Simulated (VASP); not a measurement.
A run of VASP 6.6.1 is set up as follows.

The input INCAR:

```
SYSTEM = WS2
  PREC = Accurate
  ENCUT = 520
  EDIFF = 1E-7
  ISMEAR = 0
  SIGMA = 0.1
  LREAL = .False.
  LASPH = .True.
  NELM = 60
  ALGO = Normal
  ISIF = 2
  LWAVE = .False.
  LCHARG = .True.
  GGA = PE
  LELF = .True.
  LVHAR = .True.
  NBANDS = 20
```

KPOINTS

```
regular mesh
0
Gamma
  6 6 1
  0 0 0
```

POSCAR

```
WS2
1.0
    3.1835162500      0.0000000000      0.0000000000
   -1.5917581300      2.7570059500      0.0000000000
    0.0000000000      0.0000000000     16.9505786900
W S
1 2
Direct
    0.3333333300      0.6666666700      0.0000000000
    0.6666666700      0.3333333300      0.9079995200
    0.6666666700      0.3333333300      0.0920004800
```

Potentials or basis: VASP PAW PBE potentials, release 64 (W_sv, S).

Command:

```console
$ cat potpaw_PBE.64/W_sv/POTCAR potpaw_PBE.64/S/POTCAR > POTCAR
$ mpirun -np 1 vasp_std > vasp.out
```

Q: Predict the largest force.

A: 0.268 eV/Å.

Q: Predict the band gap on the k mesh.

A: 1.80 eV, direct.

Forces in eV/Å, atoms in the order of the input:
```
W    0.000  0.000  0.000
S    0.000  0.000 -0.268
S    0.000  0.000  0.268
```

Caveat: spin-orbit coupling is left out, which moves the levels of the heavy elements.
